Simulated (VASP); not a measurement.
Input of a VASP 6.6.1 run:

Contents of INCAR:

```
SYSTEM = Sc
PREC = Accurate ; ENCUT = 520
EDIFF = 1E-6 ; ISMEAR = 0
SIGMA = 0.1 ; LREAL = .FALSE.
LASPH = .TRUE. ; NELM = 100
ALGO = Normal ; ISIF = 2
LWAVE = .FALSE. ; LCHARG = .FALSE.
GGA = PE ; NBANDS = 30
```

The input KPOINTS:

```
Automatic mesh
0
G
  4 4 6
  0 0 0
```

The input POSCAR:

```
Sc
1.0
    4.5474980551      0.0000000000      0.0000000000
    0.0000000000      7.5389455018      0.0000000000
    0.0000000000      0.0000000000      3.3907539720
Sc
4
Direct
    0.0205000000      0.2500000000      0.6348000000
    0.9795000000      0.7500000000      0.3652000000
    0.4795000000      0.7500000000      0.1348000000
    0.5205000000      0.2500000000      0.8652000000
```

Potentials or basis: VASP PAW PBE potentials, release 64 (Sc_sv).

The run is started by

```sh
$ cat potpaw_PBE.64/Sc_sv/POTCAR > POTCAR
$ mpirun -np 1 vasp_std > vasp.out
```

Estimate the band gap on the k mesh.

zero (band 22 reaches 2.57 eV, above the bottom of band 23 at 2.31 eV).

Predict the largest force.

1.347 eV/Å.

Estimate the pressure.

0.3 GPa.

Stress tensor (GPa, compression positive):
```
 21.29   0.00   0.00
  0.00 -14.92   0.00
  0.00   0.00  -5.45
```

Caveat: forces of over 1 eV/Å act on the atoms, so gaps and moduli don't describe the material at rest.
